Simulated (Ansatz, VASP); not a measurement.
## Two plane-wave programs on PtSe2

```
Pt Se
1.0
     3.70031    0.00000    0.00000
    -1.85016    3.22911    0.00000
     0.00000    0.00000    5.27716
Pt Se
1 2
Cartesian
  0.0000 0.0000 0.0000
  0.0000 2.1485 1.3058
  1.8502 1.0806 3.9714
```

Change from the starting cell: uniaxial_x strain -0.8%.

Alike in both runs: task single point; functional PBE; k mesh 12 × 12 × 6; occupations fermi-dirac, width 0.02 eV; no spin polarisation.

|  | VASP | Ansatz |
| --- | --- | --- |
| version | VASP 6.6.1 | Ansatz 0.2.0 |
| potentials or method | VASP PAW PBE potentials, release 64 (Pt, Se) | plane waves, PAW |
| plane-wave cutoff (eV) | 520 | 420 |
| valence electrons in the cell | 22 | 50 |

|  | VASP | Ansatz | Ansatz less VASP |
| --- | --- | --- | --- |
| pressure (GPa) | 4.5 | 4.5 | +0.02 |
| traceless stress, the component that is largest in VASP (GPa) | -1.59 | -1.58 | +0.008 |
| rms of the force components (eV/Å) | 0.086 | 0.084 | -0.0017 |

Atom by atom the forces differ by 0.002 eV/Å (rms over components). VASP's potentials hold 22 valence electrons a cell and Ansatz's 50, so a difference there can come from the potentials and not from the codes.

Spin-orbit coupling is off throughout.
